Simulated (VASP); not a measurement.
# HfB2 (Cmmm) in VASP: further runs

The runs below take HfB2 through single point, with PBEsol.

All numbers are computed with VASP 6.6.1; they aren't measurements. Logs are shortened: lines on timing, memory, paths and dates and some standing lists are left out, and cuts for length are marked.

**1. The cell of the first run**

The structure is orthorhombic, space group Cmmm (No. 65). Conventional cell: a = 3.133 Å, b = 5.426 Å, c = 3.479 Å, α = 90.00°, β = 90.00°, γ = 90.00°. Hf (site symmetry mmm) has 12 B at 2.49 to 2.54 Å and 6 Hf at 3.13 Å within 3.3 Å. Within 2.3 Å of B (site symmetry m2m) lie 3 B at 1.72 to 1.86 Å.

**2. Single point, PBEsol (shortest bond scaled by 0.95)**

INCAR reads:

```
SYSTEM = HfB2
  PREC = Accurate
  ENCUT = 520
  EDIFF = 1E-7
  ISMEAR = -1
  SIGMA = 0.05
  LREAL = .False.
  LASPH = .True.
  NELM = 100
  ALGO = Normal
  ISIF = 2
  LWAVE = .False.
  LCHARG = .False.
  GGA = PS
  NBANDS = 15
```

KPOINTS reads:

```
Automatic mesh
0
Gamma
  10 10 8
  0 0 0
```

POSCAR reads:

```
HfB2
1.0
    3.1326790839      0.0000000000      0.0000000000
   -1.5663395419      2.7129796685      0.0000000000
    0.0000000000      0.0000000000      3.4792139900
Hf B
1 2
Direct
    0.0000000000      0.0000000000      0.0000000000
    0.3166666667      0.6583333333      0.5000000000
    0.6833333333      0.3416666667      0.5000000000
```

Potentials or basis: VASP PAW PBE potentials, release 64 (Hf_pv, B).

Started as:

```console
$ cat potpaw_PBE.64/Hf_pv/POTCAR potpaw_PBE.64/B/POTCAR > POTCAR
$ mpirun -np 1 vasp_std > vasp.out
```

OUTCAR:

```text
SYSTEM = HfB2
   PREC = Accurate
   ENCUT = 520
   EDIFF = 1E-7
   ISMEAR = -1
   LREAL = .False.
   LASPH = .True.
   NELM = 100
   ISIF = 2
   GGA = PS

 ion  position               nearest neighbor table
   1  0.000  0.000  0.000-   2 2.49   2 2.49   3 2.49   3 2.49   2 2.49   3 2.49   2 2.49   3 2.49
                             3 2.54   3 2.54   2 2.54   2 2.54
   2  0.317  0.658  0.500-   3 1.72   3 1.86   3 1.86   1 2.49   1 2.49   1 2.49   1 2.49   1 2.54
                             1 2.54
   3  0.683  0.342  0.500-   2 1.72   2 1.86   2 1.86   1 2.49   1 2.49   1 2.49   1 2.49   1 2.54
                             1 2.54

  LATTYP: Found a hexagonal cell.
 ALAT       =     3.1326790839
 C/A-ratio  =     1.1106193443

  Lattice vectors:

 A1 = (   3.1326790839,   0.0000000000,   0.0000000000)
 A2 = (  -1.5663395419,   2.7129796685,   0.0000000000)
 A3 = (   0.0000000000,   0.0000000000,   3.4792139900)

Analysis of symmetry for initial positions (statically):
=====================================================================
 Subroutine PRICEL returns:
 Original cell was already a primitive cell.

 Routine SETGRP: Setting up the symmetry group for a
 hexagonal supercell.

 Subroutine GETGRP returns: Found  8 space group operations
 (whereof  8 operations were pure point group operations)
 out of a pool of 24 trial point group operations.

The static configuration has the point symmetry D_2h.

Analysis of symmetry for dynamics (positions and initial velocities):
=====================================================================
 Subroutine PRICEL returns:
 Original cell was already a primitive cell.

 Routine SETGRP: Setting up the symmetry group for a
 hexagonal supercell.

 Subroutine GETGRP returns: Found  8 space group operations
 (whereof  8 operations were pure point group operations)
 out of a pool of 24 trial point group operations.

The dynamic configuration has the point symmetry D_2h.

 Subroutine INISYM returns: Found  8 space group operations
 (whereof  8 operations are pure point group operations),
 and found     1 'primitive' translations

----------------------------------------------------------------------------------------

                                     Primitive cell

  volume of cell :      29.5695

  direct lattice vectors                    reciprocal lattice vectors
     3.132679084  0.000000000  0.000000000     0.319215589  0.184299206  0.000000000
    -1.566339542  2.712979669  0.000000000     0.000000000  0.368598413  0.000000000
     0.000000000  0.000000000  3.479213990     0.000000000  0.000000000  0.287421240

[... 98 lines left out ...]
   EMIN   =  10.00;   EMAX   =-10.00  energy-range for DOS
   EFERMI =   0.00;   METHOD = LEGACY
   ISMEAR =    -1;   SIGMA  =   0.05  broadening in eV -4-tet -1-fermi 0-gaus
   EFERMI_NEDOS =   21; number of points for ismear=-14 and -15
   IALGO  =     38    algorithm
   IMIX   =      4    mixing-type and parameters
     AMIX     =   0.40;   BMIX     =  1.00
     AMIX_MAG =   1.60;   BMIX_MAG =  1.00
  volume/ion in A,a.u.               =       9.86        66.51
  Fermi-wavevector in a.u.,A,eV,Ry     =   1.334034  2.520959 24.213571  1.779647
  Thomas-Fermi vector in A             =   2.462847
   LORBIT       =      0    0 simple, 1 ext, 2 COOP (PROOUT), +10 PAW based schemes
   GGA     = PS    functional components
   LHFCALC =     F    Hartree Fock is set to
   AEXX    =    0.0000 exact exchange contribution
   IVDW    =     0    specifies the selected vdW correction
   LEPSILON=     F    determine dielectric tensor
   LRPA    =     F    only Hartree local field effects (RPA)
 non-spin polarized calculation
  energy-cutoff  :      520.00
  volume of cell :       29.57
 maximum number of plane-waves:       816
   NGX = 11   NGY = 11   NGZ = 13

 number of electron      15.9999998 magnetization

 Free energy of the ion-electron system (eV)
  ---------------------------------------------------
  ext. energy  EPLUGINS =         0.00000000
  ---------------------------------------------------
  free energy    TOTEN  =       -27.80081249 eV

  energy without entropy =      -27.79836603  energy(sigma->0) =      -27.79958926

 E-fermi :   7.4901     XC(G=0): -12.7026

 val. band max:        7.4482355466   @ k =   0.3000   0.2000   0.0000
 cond. band min:       7.5040768843   @ k =   0.0000   0.0000   0.5000
 fundamental gap:      0.0558413376
 Fermi energy:         7.4901133167

 k-point     1 :       0.0000    0.0000    0.0000
  band No.  band energies     occupation
      1     -22.9802      2.00000
      2     -22.4850      2.00000
      3     -22.4507      2.00000
      4      -6.1678      2.00000
      5       4.2913      2.00000
      6       4.5650      2.00000
      7       4.8093      2.00000
      8       5.0776      2.00000
      9      11.5209      0.00000
     10      11.6711      0.00000
     11      11.8696      0.00000
     12      12.0126      0.00000
     13      12.5305      0.00000
     14      12.6097      0.00000
[... 401 lines left out ...]
      2     -22.8692      2.00000
      3     -22.6714      2.00000
      4      -3.8109      2.00000
      5       1.4032      2.00000
      6       2.3132      2.00000
      7       3.6645      2.00000
      8       6.7168      2.00000
      9       8.4282      0.00000
     10       9.0756      0.00000
     11      12.9539      0.00000
     12      14.4774      0.00000
     13      14.7887      0.00000
     14      14.8135      0.00000
     15      17.7068      0.00000

 [... further k-points ...]

------------------------ aborting loop because EDIFF is reached ----------------------------------------

  FORCE on cell =-STRESS in cart. coord.  units (eV):
  Direction    XX          YY          ZZ          XY          YZ          ZX
  --------------------------------------------------------------------------------------
  -------------------------------------------------------------------------------------
  Total       -0.2481564     -0.2951126     -0.8164481      0.0406653      0.0000000      0.0000000
  in kB      -13.4459810    -15.9902323    -44.2380079      2.2033863      0.0000000      0.0000000
  external PRESSURE =     -24.5580737 kB  Pullay stress =       0.0000000 kB

 VOLUME and BASIS-vectors are now :
 -----------------------------------------------------------------------------
  energy-cutoff  :      520.00
  volume of cell :       29.57
      direct lattice vectors                 reciprocal lattice vectors
     3.132679084  0.000000000  0.000000000     0.319215589  0.184299206  0.000000000
    -1.566339542  2.712979669  0.000000000     0.000000000  0.368598413  0.000000000
     0.000000000  0.000000000  3.479213990     0.000000000  0.000000000  0.287421240

 POSITION                                       TOTAL-FORCE (eV/Angst)
 -----------------------------------------------------------------------------------
      0.00000      0.00000      0.00000         0.000000      0.000000      0.000000
     -0.03916      1.78604      1.73961         1.175349      0.678588      0.000000
      1.60550      0.92693      1.73961        -1.175349     -0.678588     -0.000000
 -----------------------------------------------------------------------------------
    total drift:                               -0.000000      0.000000      0.000000

  FREE ENERGIE OF THE ION-ELECTRON SYSTEM (eV)
  ---------------------------------------------------
  free  energy   TOTEN  =       -27.8008124936 eV

  energy  without entropy=      -27.7983660311  energy(sigma->0) =      -27.79958926
```

OSZICAR:

```text
N       E                     dE             d eps       ncg     rms          rms(c)
DAV:   1     0.268449833992E+02    0.26845E+02   -0.80413E+03  4650   0.101E+03
DAV:   2    -0.285488357380E+02   -0.55394E+02   -0.51818E+02  6261   0.219E+02
DAV:   3    -0.300515986114E+02   -0.15028E+01   -0.14962E+01  5987   0.266E+01
DAV:   4    -0.300575665845E+02   -0.59680E-02   -0.59670E-02  5588   0.207E+00
DAV:   5    -0.300576000613E+02   -0.33477E-04   -0.33476E-04  6001   0.140E-01    0.537E+01
DAV:   6    -0.279198205506E+02    0.21378E+01   -0.25809E+00  5616   0.117E+01    0.391E+01
DAV:   7    -0.278701450131E+02    0.49676E-01   -0.92737E-01  5868   0.703E+00    0.110E+01
DAV:   8    -0.278052096189E+02    0.64935E-01   -0.24101E-01  5490   0.373E+00    0.159E+00
DAV:   9    -0.278010423953E+02    0.41672E-02   -0.20167E-02  5427   0.113E+00    0.418E-01
DAV:  10    -0.278008081542E+02    0.23424E-03   -0.83445E-04  5889   0.242E-01    0.250E-01
DAV:  11    -0.278008146211E+02   -0.64669E-05   -0.62680E-05  5812   0.580E-02    0.868E-02
DAV:  12    -0.278008124047E+02    0.22165E-05   -0.37256E-06  5595   0.142E-02    0.107E-02
DAV:  13    -0.278008124936E+02   -0.88961E-07   -0.23886E-07  5686   0.381E-03
   1 F= -.27800812E+02 E0= -.27799589E+02  d E =-.244646E-02
```

Wall time 22 s (1 thread of Intel Xeon Platinum 8559C (Emerald Rapids), shared host); peak memory 0.19 GiB.

Results:

```
Free energy            : -27.8008 eV
Pressure               : -2.5 GPa
Largest force          : 1.357 eV/Å
Band gap on the k mesh : zero (band 8 reaches 7.85 eV, above the bottom of band 9 at 7.19 eV)
```

Forces on the atoms (eV/Å):
```
Hf   0.000  0.000  0.000
B    1.175  0.679  0.000
B   -1.175 -0.679  0.000
```

Levels at points of the mesh, in eV from the Fermi level:
| k point | band 5 | band 6 | band 7 | band 8 | band 9 | band 10 | band 11 | band 12 |
| --- | --- | --- | --- | --- | --- | --- | --- | --- |
| (0.00, 0.00, 0.00) | -3.20 | -2.93 | -2.68 | -2.41 | 4.03 | 4.18 | 4.38 | 4.52 |
| (0.50, 0.00, 0.00) | -8.74 | -3.82 | -3.11 | -2.76 | 1.74 | 2.75 | 5.56 | 5.81 |
| (0.00, 0.50, 0.00) | -8.99 | -4.20 | -3.40 | -2.85 | 2.50 | 2.83 | 5.73 | 5.91 |
| (0.00, 0.00, 0.50) | -8.31 | -1.60 | -0.47 | 0.01 | 0.79 | 1.03 | 1.10 | 2.28 |
| (0.50, 0.00, 0.50) | -7.73 | -4.87 | -4.78 | -2.31 | 4.10 | 4.31 | 6.39 | 7.29 |
| (0.00, 0.50, 0.50) | -7.21 | -4.90 | -4.53 | -2.66 | 4.00 | 4.25 | 6.39 | 7.17 |

Caveat: the cell differs from its parent crystal (shortest bond scaled by 0.95); the PAW data sets were made with another functional, which shifts forces and pressure a little; spin-orbit coupling is left out, which moves the levels of the heavy elements.

**3. Single point, PBEsol (shortest bond scaled by 0.9)**

INCAR reads:

```
  PREC = Accurate
  ENCUT = 520
  EDIFF = 1E-6
  ISMEAR = -1
  SIGMA = 0.05
  LREAL = False
  LASPH = True
  NELM = 80
  ALGO = Normal
  ISIF = 2
  LWAVE = False
  LCHARG = True
  GGA = PS
  LELF = True
  LVHAR = True
  NBANDS = 15
```

KPOINTS reads:

```
Automatic mesh
0
Gamma
  10 10 8
```

POSCAR reads:

```
HfB2
1.0
    3.1326790839      0.0000000000      0.0000000000
   -1.5663395419      2.7129796685      0.0000000000
    0.0000000000      0.0000000000      3.4792139900
Hf B
1 2
Direct
    0.0000000000      0.0000000000      0.0000000000
    0.3000000000      0.6500000000      0.5000000000
    0.7000000000      0.3500000000      0.5000000000
```

Potentials or basis: VASP PAW PBE potentials, release 64 (Hf_pv, B).

Started as:

```console
$ cat potpaw_PBE.64/Hf_pv/POTCAR potpaw_PBE.64/B/POTCAR > POTCAR
$ mpirun -np 1 vasp_std > vasp.out
```

OUTCAR:

```text
PREC = Accurate
   ENCUT = 520
   EDIFF = 1E-6
   ISMEAR = -1
   LREAL = False
   LASPH = True
   NELM = 80
   ISIF = 2
   GGA = PS

 ion  position               nearest neighbor table
   1  0.000  0.000  0.000-   2 2.48   2 2.48   3 2.48   3 2.48   2 2.48   3 2.48   2 2.48   3 2.48
                             3 2.58   3 2.58   2 2.58   2 2.58
   2  0.300  0.650  0.500-   3 1.63   3 1.91   3 1.91   1 2.48   1 2.48   1 2.48   1 2.48   1 2.58
                             1 2.58
   3  0.700  0.350  0.500-   2 1.63   2 1.91   2 1.91   1 2.48   1 2.48   1 2.48   1 2.48   1 2.58
                             1 2.58

[... 629 lines left out ...]
  Direction    XX          YY          ZZ          XY          YZ          ZX
  --------------------------------------------------------------------------------------
  -------------------------------------------------------------------------------------
  Total        0.6605826      0.2682541     -0.9759328      0.3397664      0.0000000      0.0000000
  in kB       35.7926732     14.5349453    -52.8794455     18.4097324      0.0000000      0.0000000
  external PRESSURE =      -0.8506090 kB  Pullay stress =       0.0000000 kB

 VOLUME and BASIS-vectors are now :
 -----------------------------------------------------------------------------
  energy-cutoff  :      520.00
  volume of cell :       29.57
      direct lattice vectors                 reciprocal lattice vectors
     3.132679084  0.000000000  0.000000000     0.319215589  0.184299206  0.000000000
    -1.566339542  2.712979669  0.000000000     0.000000000  0.368598413  0.000000000
     0.000000000  0.000000000  3.479213990     0.000000000  0.000000000  0.287421240

 POSITION                                       TOTAL-FORCE (eV/Angst)
 -----------------------------------------------------------------------------------
      0.00000      0.00000      0.00000         0.000000      0.000000      0.000000
     -0.07832      1.76344      1.73961         2.611107      1.507523     -0.000000
      1.64466      0.94954      1.73961        -2.611107     -1.507523      0.000000
 -----------------------------------------------------------------------------------
    total drift:                                0.000000     -0.000000      0.000000

  FREE ENERGIE OF THE ION-ELECTRON SYSTEM (eV)
  ---------------------------------------------------
  free  energy   TOTEN  =       -27.6053451850 eV

  energy  without entropy=      -27.6023742185  energy(sigma->0) =      -27.60385970
```

Run time: 23 s. Hardware: 1 thread of Intel Xeon Platinum 8559C (Emerald Rapids), shared host; peak memory 0.19 GiB.

What came out:

- Free energy: -27.6053 eV
- Pressure: -0.1 GPa
- Largest force: 3.015 eV/Å
- Band gap on the k mesh: zero (band 8 reaches 7.92 eV, above the bottom of band 9 at 7.25 eV)

Forces in eV/Å, atoms in the order of the input:
```
Hf   0.000  0.000  0.000
B    2.611  1.508  0.000
B   -2.611 -1.508  0.000
```

Stress tensor (GPa, compression positive):
```
 3.58  1.84  0.00
 1.84  1.45  0.00
 0.00  0.00 -5.29
```

Caveat: the cell differs from its parent crystal (shortest bond scaled by 0.9); the PAW data sets were made with another functional, which shifts forces and pressure a little; spin-orbit coupling is left out, which moves the levels of the heavy elements.
